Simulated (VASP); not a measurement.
# AgO3 (P6_3/mmc) in VASP: a series of runs

Runs on AgO3. Level: PBE. Tasks: single point.

Everything below comes from runs of VASP 6.6.1. Logs are shortened: lines on timing, memory, paths and dates and some standing lists are left out, and cuts for length are marked.

### Step 1. The cell of the first run

It takes space group P6_3/mmc (No. 194, hexagonal). The conventional cell has a = 4.975 Å, b = 4.975 Å, c = 3.993 Å, α = 90.00°, β = 90.00°, γ = 120.00°. Within 3.2 Å of Ag (site symmetry -6m2) lie 12 O at 2.46 to 2.49 Å. O (site symmetry mm2) has 4 Ag at 2.46 to 2.49 Å and 8 O at 2.46 to 2.49 Å within 3.2 Å.

### Step 2. Single point, PBE

INCAR

```
SYSTEM = AgO3
PREC     = Accurate       ! precision mode
ENCUT    = 520            ! plane-wave cutoff, eV
EDIFF    = 1E-6           ! SCF threshold, eV
ISMEAR   = 0              ! smearing method
SIGMA    = 0.1            ! smearing width, eV
LREAL    = .False.        ! projectors in reciprocal space
LASPH    = .True.         ! aspherical terms in the spheres
NELM     = 60             ! most SCF steps
ALGO     = Normal         ! electronic algorithm
ISIF     = 2              ! what is computed and relaxed
LWAVE    = .False.        ! write WAVECAR
LCHARG   = .True.         ! write CHGCAR
GGA      = PE             ! functional
LELF     = .True.         ! ELF
LVHAR    = .True.       
NBANDS   = 39             ! bands
```

KPOINTS

```
Automatic mesh
0
Gamma
  6 6 4
  0 0 0
```

POSCAR

```
AgO3
1.0
    4.9749001741      0.0000000000      0.0000000000
   -2.4874500870      4.3083899320      0.0000000000
    0.0000000000      0.0000000000      3.9931249786
Ag O
2 6
Direct
    0.3333333333      0.6666666667      0.2500000000
    0.6666666667      0.3333333333      0.7500000000
    0.8330000000      0.6660000000      0.2500000000
    0.1670000000      0.8330000000      0.7500000000
    0.3340000000      0.1670000000      0.2500000000
    0.1670000000      0.3340000000      0.7500000000
    0.8330000000      0.1670000000      0.2500000000
    0.6660000000      0.8330000000      0.7500000000
```

Potentials or basis: VASP PAW PBE potentials, release 64 (Ag, O).

On the command line:

```console
> cat potpaw_PBE.64/Ag/POTCAR potpaw_PBE.64/O/POTCAR > POTCAR
> mpirun -np 1 vasp_std > vasp.out
```

OUTCAR:

```text
SYSTEM = AgO3
   PREC = Accurate
   ENCUT = 520
   EDIFF = 1E-6
   ISMEAR = 0
   LREAL = .False.
   LASPH = .True.
   NELM = 60
   ISIF = 2
   GGA = PE

 ion  position               nearest neighbor table
   1  0.333  0.667  0.250-   4 2.46   4 2.46   6 2.46   6 2.46   8 2.46   8 2.46   5 2.49   3 2.49
                             7 2.49   7 2.49   5 2.49   3 2.49   2 3.50   2 3.50   2 3.50   2 3.50
   2  0.667  0.333  0.750-   7 2.46   7 2.46   3 2.46   3 2.46   5 2.46   5 2.46   8 2.49   6 2.49
                             4 2.49   4 2.49   8 2.49   6 2.49   1 3.50   1 3.50   1 3.50   1 3.50
   3  0.833  0.666  0.250-   2 2.46   2 2.46   1 2.49   1 2.49
   4  0.167  0.833  0.750-   1 2.46   1 2.46   2 2.49   2 2.49
   5  0.334  0.167  0.250-   2 2.46   2 2.46   1 2.49   1 2.49
   6  0.167  0.334  0.750-   1 2.46   1 2.46   2 2.49   2 2.49
   7  0.833  0.167  0.250-   2 2.46   2 2.46   1 2.49   1 2.49
   8  0.666  0.833  0.750-   1 2.46   1 2.46   2 2.49   2 2.49

  LATTYP: Found a hexagonal cell.
 ALAT       =     4.9749001741
 C/A-ratio  =     0.8026542923

  Lattice vectors:

 A1 = (   4.9749001741,   0.0000000000,   0.0000000000)
 A2 = (  -2.4874500870,   4.3083899320,   0.0000000000)
 A3 = (   0.0000000000,   0.0000000000,   3.9931249786)

Analysis of symmetry for initial positions (statically):
=====================================================================
 Subroutine PRICEL returns:
 Original cell was already a primitive cell.

 Routine SETGRP: Setting up the symmetry group for a
 hexagonal supercell.

 Subroutine GETGRP returns: Found 24 space group operations
 (whereof 12 operations were pure point group operations)
 out of a pool of 24 trial point group operations.

The static configuration has the point symmetry D_3d.
 The point group associated with its full space group is D_6h.

Analysis of symmetry for dynamics (positions and initial velocities):
=====================================================================
 Subroutine PRICEL returns:
 Original cell was already a primitive cell.

 Routine SETGRP: Setting up the symmetry group for a
 hexagonal supercell.

 Subroutine GETGRP returns: Found 24 space group operations
 (whereof 12 operations were pure point group operations)
 out of a pool of 24 trial point group operations.

The dynamic configuration has the point symmetry D_3d.
 The point group associated with its full space group is D_6h.

 Subroutine INISYM returns: Found 24 space group operations
 (whereof 12 operations are pure point group operations),
 and found     1 'primitive' translations

----------------------------------------------------------------------------------------

                                     Primitive cell

  volume of cell :      85.5879

  direct lattice vectors                    reciprocal lattice vectors
     4.974900174  0.000000000  0.000000000     0.201009058  0.116052634  0.000000000
    -2.487450087  4.308389932  0.000000000     0.000000000  0.232105268  0.000000000
     0.000000000  0.000000000  3.993124979     0.000000000  0.000000000  0.250430429

  length of vectors
     4.974900174  4.974900174  3.993124979     0.232105268  0.232105268  0.250430429

  position of ions in fractional coordinates (direct lattice)
     0.333333333  0.666666667  0.250000000
     0.666666667  0.333333333  0.750000000
     0.833000000  0.666000000  0.250000000
     0.167000000  0.833000000  0.750000000
     0.334000000  0.167000000  0.250000000
     0.167000000  0.334000000  0.750000000
     0.833000000  0.167000000  0.250000000
     0.666000000  0.833000000  0.750000000

  ion indices of the primitive-cell ions
   primitive index   ion index
                 1           1
                 2           2
                 3           3
                 4           4
                 5           5
                 6           6
                 7           7
                 8           8

----------------------------------------------------------------------------------------

 KPOINTS: Automatic mesh

Automatic generation of k-mesh.
 Grid dimensions read from file:
 generate k-points for:    6    6    4

 Generating k-lattice:

  Cartesian coordinates                     Fractional coordinates (reciprocal lattice)
     0.033501510  0.019342106  0.000000000     0.166666667  0.000000000  0.000000000
     0.000000000  0.038684211  0.000000000     0.000000000  0.166666667  0.000000000
     0.000000000  0.000000000  0.062607607     0.000000000  0.000000000  0.250000000

  Length of vectors
     0.038684211  0.038684211  0.062607607

  Shift w.r.t. Gamma in fractional coordinates (k-lattice)
     0.000000000  0.000000000  0.000000000

 Subroutine IBZKPT returns following result:
 ===========================================

 Found     21 irreducible k-points:

 Following reciprocal coordinates:
            Coordinates               Weight
  0.000000  0.000000  0.000000      1.000000
  0.166667 -0.000000  0.000000      6.000000
  0.333333  0.000000  0.000000      6.000000
  0.500000  0.000000  0.000000      3.000000
  0.166667  0.166667  0.000000      6.000000
  0.333333  0.166667  0.000000     12.000000
[... 13 lines left out ...]
  0.333333  0.166667  0.500000     12.000000
  0.333333  0.333333  0.500000      2.000000
   k-points           NKPTS =     21   k-points in BZ     NKDIM =     21   number of bands    NBANDS=     39
   number of dos      NEDOS =    301   number of ions     NIONS =      8
   total plane-waves  NPLWV =  48000
   dimension x,y,z NGX =    40 NGY =   40 NGZ =   30
   dimension x,y,z NGXF=    80 NGYF=   80 NGZF=   60
   ions per type =               2   6
   NGX,Y,Z   is equivalent  to a cutoff of  13.37, 13.37, 12.49 a.u.
   NGXF,Y,Z  is equivalent  to a cutoff of  26.73, 26.73, 24.98 a.u.
 SYSTEM =  AgO3
   PREC   = accura    normal or accurate (medium, high low for compatibility)
   ISTART =      0    job   : 0-new  1-cont  2-samecut
   ICHARG =      2    charge: 1-file 2-atom 10-const
   ISPIN  =      1    spin polarized calculation?
   LNONCOLLINEAR =      F non collinear calculations
   LSORBIT =      F    spin-orbit coupling
   LASPH  =      T    aspherical Exc in radial PAW
   ENCUT  =  520.0 eV  38.22 Ry    6.18 a.u.   9.25  9.25  7.42*2*pi/ulx,y,z
   NELM   =     60;   NELMIN=  2; NELMDL= -5     # of ELM steps
   EDIFF  = 0.1E-05   stopping-criterion for ELM
   LREAL  =      F    real-space projection
   EDIFFG = 0.1E-04   stopping-criterion for IOM
   NSW    =      0    number of steps for IOM
   IBRION =     -1    ionic relax: 0-MD 1-quasi-New 2-CG
   NFREE  =      0    steps in history (QN), initial steepest desc. (CG)
   ISIF   =      2    stress and relaxation
   ISYM   =      2    0-nonsym 1-usesym 2-fastsym
   POTIM  = 0.5000    time-step for ionic-motion
   TEBEG  =    0.0;   TEEND  =   0.0 temperature during run
   PSTRESS=    0.0 pullay stress
   NELECT =      58.0000    total number of electrons
   NUPDOWN=      -1.0000    fix difference up-down
   EMIN   =  10.00;   EMAX   =-10.00  energy-range for DOS
   EFERMI =   0.00;   METHOD = LEGACY
   ISMEAR =     0;   SIGMA  =   0.10  broadening in eV -4-tet -1-fermi 0-gaus
   EFERMI_NEDOS =   21; number of points for ismear=-14 and -15
   IALGO  =     38    algorithm
   IMIX   =      4    mixing-type and parameters
     AMIX     =   0.40;   BMIX     =  1.00
     AMIX_MAG =   1.60;   BMIX_MAG =  1.00
  volume/ion in A,a.u.               =      10.70        72.20
  Fermi-wavevector in a.u.,A,eV,Ry     =   1.437960  2.717350 28.133152  2.067728
  Thomas-Fermi vector in A             =   2.556980
   LORBIT       =      0    0 simple, 1 ext, 2 COOP (PROOUT), +10 PAW based schemes
   GGA     = PE    functional components
   LHFCALC =     F    Hartree Fock is set to
   AEXX    =    0.0000 exact exchange contribution
   IVDW    =     0    specifies the selected vdW correction
   LEPSILON=     F    determine dielectric tensor
   LRPA    =     F    only Hartree local field effects (RPA)
 non-spin polarized calculation
 Gauss-broadening in eV      SIGMA  =   0.10
  energy-cutoff  :      520.00
  volume of cell :       85.59
 maximum number of plane-waves:      2331
 NGX is ok and might be reduce to    40
   NGX = 19   NGY = 19   NGZ = 15

 number of electron      57.9999976 magnetization

 Free energy of the ion-electron system (eV)
  ---------------------------------------------------
  ext. energy  EPLUGINS =         0.00000000
  ---------------------------------------------------
  free energy    TOTEN  =       -23.91028449 eV

  energy without entropy =      -23.83975872  energy(sigma->0) =      -23.87502160

 E-fermi :   3.3946     XC(G=0): -11.7558

 val. band max:        3.3921915772   @ k =   0.1667  -0.0000   0.2500
 cond. band min:       3.3993588809   @ k =   0.3333   0.1667   0.2500
 fundamental gap:      0.0071673037
 Fermi energy:         3.3946042227

 k-point     1 :       0.0000    0.0000    0.0000
  band No.  band energies     occupation
      1     -15.3008      2.00000
      2     -13.3357      2.00000
      3     -13.3357      2.00000
      4     -13.3042      2.00000
      5     -12.4604      2.00000
      6     -12.4604      2.00000
[... 31 lines left out ...]
     38      16.4376      0.00000
     39      16.4376      0.00000

 k-point     2 :       0.1667   -0.0000    0.0000
  band No.  band energies     occupation
      1     -15.1967      2.00000
      2     -13.5028      2.00000
      3     -13.3497      2.00000
      4     -13.2721      2.00000
      5     -12.4674      2.00000
      6     -12.4324      2.00000
[... 31 lines left out ...]
     38      15.8528      0.00000
     39      16.0825      0.00000

 k-point     3 :       0.3333    0.0000    0.0000
  band No.  band energies     occupation
      1     -14.9075      2.00000
      2     -13.9082      2.00000
      3     -13.3759      2.00000
      4     -13.1899      2.00000
      5     -12.5083      2.00000
      6     -12.3790      2.00000
[... 31 lines left out ...]
     38      15.5309      0.00000
     39      15.8161      0.00000

 k-point     4 :       0.5000    0.0000    0.0000
  band No.  band energies     occupation
      1     -14.6031      2.00000
      2     -14.2646      2.00000
      3     -13.3880      2.00000
      4     -13.1413      2.00000
      5     -12.5411      2.00000
      6     -12.3529      2.00000
[... 31 lines left out ...]
     38      15.2980      0.00000
     39      16.0388      0.00000
[... 628 lines left out ...]
     38      15.2471      0.00000
     39      16.7462      0.00000

 k-point    20 :       0.3333    0.1667    0.5000
  band No.  band energies     occupation
      1     -13.8860      2.00000
      2     -13.8860      2.00000
      3     -13.4287      2.00000
      4     -13.4287      2.00000
      5     -12.9231      2.00000
      6     -12.9231      2.00000
[... 31 lines left out ...]
     38      14.5459      0.00000
     39      16.2897      0.00000

 k-point    21 :       0.3333    0.3333    0.5000
  band No.  band energies     occupation
      1     -13.7146      2.00000
      2     -13.7146      2.00000
      3     -13.5918      2.00000
      4     -13.5918      2.00000
      5     -12.9394      2.00000
      6     -12.9394      2.00000
[... 31 lines left out ...]
     38      14.4932      0.00000
     39      15.8578      0.00000

------------------------ aborting loop because EDIFF is reached ----------------------------------------

  FORCE on cell =-STRESS in cart. coord.  units (eV):
  Direction    XX          YY          ZZ          XY          YZ          ZX
  --------------------------------------------------------------------------------------
  -------------------------------------------------------------------------------------
  Total       -3.8916105     -3.8916105     -2.9272117     -0.0000000      0.0000000      0.0000000
  in kB      -72.8496832    -72.8496832    -54.7964510     -0.0000000      0.0000000      0.0000000
  external PRESSURE =     -66.8319392 kB  Pullay stress =       0.0000000 kB

 VOLUME and BASIS-vectors are now :
 -----------------------------------------------------------------------------
  energy-cutoff  :      520.00
  volume of cell :       85.59
      direct lattice vectors                 reciprocal lattice vectors
     4.974900174  0.000000000  0.000000000     0.201009058  0.116052634  0.000000000
    -2.487450087  4.308389932  0.000000000     0.000000000  0.232105268  0.000000000
     0.000000000  0.000000000  3.993124979     0.000000000  0.000000000  0.250430429

 POSITION                                       TOTAL-FORCE (eV/Angst)
 -----------------------------------------------------------------------------------
     -0.00000      2.87226      0.99828         0.000000     -0.000000      0.000000
      2.48745      1.43613      2.99484         0.000000      0.000000      0.000000
      2.48745      2.86939      0.99828        -0.000000     -0.477882      0.000000
     -1.24124      3.58889      2.99484         0.413858     -0.238941      0.000000
      1.24621      0.71950      0.99828         0.413858      0.238941     -0.000000
      0.00000      1.43900      2.99484         0.000000      0.477882     -0.000000
      3.72869      0.71950      0.99828        -0.413858      0.238941     -0.000000
      1.24124      3.58889      2.99484        -0.413858     -0.238941      0.000000
 -----------------------------------------------------------------------------------
    total drift:                               -0.000000      0.000000     -0.000000

  FREE ENERGIE OF THE ION-ELECTRON SYSTEM (eV)
  ---------------------------------------------------
  free  energy   TOTEN  =       -23.9102844901 eV

  energy  without entropy=      -23.8397587178  energy(sigma->0) =      -23.87502160
```

Wall time 2.6 min (1 thread of Oxide Virtual Turin-like, shared host); peak memory 0.2 GiB.

What came out:

```yaml
Free_energy: -23.9103 eV
Pressure: -6.7 GPa
Largest_force: 0.478 eV/Å
Band_gap_on_the_k_mesh: zero (bands 29 and 30 overlap by 0.39 eV)
```

Forces in eV/Å, atoms in the order of the input:
```
Ag   0.000  0.000  0.000
Ag   0.000  0.000  0.000
O    0.000 -0.478  0.000
O    0.414 -0.239  0.000
O    0.414  0.239  0.000
O    0.000  0.478  0.000
O   -0.414  0.239  0.000
O   -0.414 -0.239  0.000
```

Caveat: the k points lie up to 0.39 Å⁻¹ apart.

[end of part 1 of 2]

The gap in the log of VASP goes by the Fermi energy; the results here count the filled bands.